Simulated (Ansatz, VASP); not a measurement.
## Cs2InI2Br4 in VASP and in Ansatz

Contents of POSCAR:

```
Cs2InI2Br4
1.0
   -4.2470390000      4.2470390000      4.5450460000
    4.2470390000     -4.2470390000      4.5450460000
    4.2470390000      4.2470390000     -4.5450460000
In I Cs Br
1 2 2 4
Direct
    0.0000000000      0.0000000000      0.0000000000
    0.3481500000      0.3481500000      0.0000000000
    0.6518500000      0.6518500000      0.0000000000
    0.7500000000      0.2500000000      0.5000000000
    0.2500000000      0.7500000000      0.5000000000
    0.2035600000      0.2035600000      0.4071200000
    0.2035600000      0.7964400000      0.0000000000
    0.7964400000      0.7964400000      0.5928800000
    0.7964400000      0.2035600000      0.0000000000
```

The input INCAR.step1:

```
PREC = Accurate ; ENCUT = 550
ISMEAR = 1 ; SIGMA = 0.15
LREAL = F ; LASPH = T
NELM = 120 ; NBANDS = 46
GGA = PE ; ALGO = Normal
EDIFF = 1E-5 ; LWAVE = T
LCHARG = F ; GGA_COMPAT = F
```

File INCAR.step2:

```
PREC = Accurate ; ENCUT = 550
EDIFF = 1E-6 ; ISMEAR = 1
SIGMA = 0.15 ; LREAL = F
LASPH = T ; NELM = 120
ALGO = Normal ; ISIF = 2
LWAVE = F ; LCHARG = F
METAGGA = R2SCAN ; LMIXTAU = T
NBANDS = 46 ; ISTART = 1
GGA_COMPAT = F
```

File KPOINTS:

```
regular mesh
0
Gamma
  4 4 4
```

Input for Ansatz:

```yaml
crystal:
  lattice:
    - [-4.247039, 4.247039, 4.545046]
    - [4.247039, -4.247039, 4.545046]
    - [4.247039, 4.247039, -4.545046]
  atoms:
    - { symbol: In, position: [0.0, 0.0, 0.0] }
    - { symbol: I, position: [0.34815, 0.34815, 0.0] }
    - { symbol: I, position: [0.65185, 0.65185, 0.0] }
    - { symbol: Cs, position: [0.75, 0.25, 0.5] }
    - { symbol: Cs, position: [0.25, 0.75, 0.5] }
    - { symbol: Br, position: [0.20356, 0.20356, 0.40712] }
    - { symbol: Br, position: [0.20356, 0.79644, 0.0] }
    - { symbol: Br, position: [0.79644, 0.79644, 0.59288] }
    - { symbol: Br, position: [0.79644, 0.20356, 0.0] }
  symmetry: { tolerance: 0.0003 }
kpoints:
  mp_grid: { grid: [4, 4, 4], shift: [0, 0, 0] }
magnetization:
  spin_polarized: false
scf:
  occupations: { method: methfessel_paxton, width: 0.15 }
hamiltonian:
  pseudopotentials: { kind: paw }
  xc: r2scan
basis:
  ecutwfc: 500
output:
  forces: true
  stress: true
  eigenvalues: true
  write_density: true
  write_potential: true
  elf: true
  volumetric_format: npy
```

Alike in both runs: task single point; functional r2SCAN; k mesh 4 × 4 × 4; occupations methfessel-paxton of order 1, width 0.15 eV; no spin polarisation.

|  | VASP | Ansatz |
| --- | --- | --- |
| version | VASP 6.6.1 | Ansatz 0.2.0 |
| potentials or method | VASP PAW PBE potentials, release 64 (In_d, I, Cs_sv, Br), cutoff 550 eV | PAW plane waves |
| valence electrons in the cell | 73 | 93 |

Ansatz gave:

| Property | Result |
| --- | --- |
| gap on the k mesh at the Fermi level (eV) | none |
| pressure (GPa) | 5.0 |
| traceless stress, the component that is largest in VASP (GPa) | -1.23 |
| rms of the force components (eV/Å) | 0.989 |

Problem. Which values does VASP return?

Solution. gap on the k mesh at the Fermi level (eV): none; pressure (GPa): 5.0; traceless stress, the component that is largest in VASP (GPa): -1.25; rms of the force components (eV/Å): 0.990.

VASP's potentials were made for PBE, not for r2SCAN. Atom by atom the forces differ by 0.004 eV/Å (rms over components). A gap of «none» marks a metal or a gap that the smearing closes. VASP's potentials hold 73 valence electrons a cell and Ansatz's 93, so a difference there can come from the potentials and not from the codes.

Neither program's run includes spin-orbit coupling.
